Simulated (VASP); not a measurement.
# WC: single point with r2SCAN+rVV10

WC:

```
W C
1.0
     2.90650    0.00000    0.00000
    -1.45325    2.51710    0.00000
     0.00000    0.00000    2.83660
W C
1 1
Direct
  0.00000 0.00000 0.00000
  0.66667 0.33333 0.50000
```

| Property | Result |
| --- | --- |
| Program | VASP 6.6.1 |
| Task | single point |
| Functional | r2SCAN |
| Dispersion | rVV10 |
| Potentials or basis | VASP PAW PBE potentials, release 64 (W_sv, C) |
| Cutoff | 660 eV |
| k mesh | 10 × 10 × 9 |
| Occupations | methfessel-paxton, width 0.05 eV |
| Spin | no spin polarisation |
| Dipole correction | no |
| Further INCAR settings | ALGO = Normal; EDIFF = 1e-06; NBANDS = 16 |

```
Pressure               : 1.7 GPa
Band gap on the k mesh : zero (bands 9 and 10 overlap by 1.23 eV)
```

Stress tensor (GPa, compression positive):
```
2.27 0.00 0.00
0.00 2.27 0.00
0.00 0.00 0.46
```

Levels at points of the mesh, in eV from the Fermi level:
```tsv
k point	band 5	band 6	band 7	band 8	band 9	band 10	band 11	band 12	band 13	band 14
(0.00, 0.00, 0.00)	-15.30	-4.54	-3.53	-3.53	0.05	3.38	3.38	5.92	5.92	6.74
(0.50, 0.00, 0.00)	-11.88	-7.39	-3.81	-3.75	-0.56	2.45	4.71	5.08	7.24	10.09
```

It took 37 s on 1 thread of Intel(R) Xeon(R) 6975P-C (Granite Rapids), on a shared host, peak memory 0.24 GiB.

Caveat: the PAW data sets were made with another functional, which shifts forces and pressure a little; spin-orbit coupling is left out, which moves the levels of the heavy elements.
